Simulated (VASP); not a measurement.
Here is a VASP 6.6.1 calculation.

INCAR

```
PREC     = Accurate       # precision mode
ENCUT    = 500            # plane-wave cutoff, eV
EDIFF    = 1E-6           # SCF threshold, eV
ISMEAR   = 0              # smearing method
SIGMA    = 0.1            # smearing width, eV
LREAL    = False          # projectors in reciprocal space
LASPH    = True           # aspherical terms in the spheres
NELM     = 120            # most SCF steps
ALGO     = Normal         # electronic algorithm
ISIF     = 2              # what is computed and relaxed
LWAVE    = False          # write WAVECAR
LCHARG   = False          # write CHGCAR
GGA      = PS             # functional
NBANDS   = 11             # bands
GGA_COMPAT= False
```

File KPOINTS:

```
regular mesh
0
Gamma
  8 8 8
```

Contents of POSCAR:

```
Pd
1.0
    0.0000000000      1.9697740439      1.9697740439
    1.9697740439      0.0000000000      1.9697740439
    1.9697740439      1.9697740439      0.0000000000
Pd
1
Direct
    0.0000000000      0.0000000000      0.0000000000
```

Potentials or basis: VASP PAW PBE potentials, release 64 (Pd).

The run is started by

```console
$ cat potpaw_PBE.64/Pd/POTCAR > POTCAR
$ mpirun -np 1 vasp_std > vasp.out
```

What does it give for the pressure?

-8.2 GPa.

What does it give for the band gap on the k mesh?

Zero (band 5 reaches 9.35 eV, above the bottom of band 6 at 7.84 eV).

Caveat: the PAW data sets were made with another functional, which shifts forces and pressure a little.
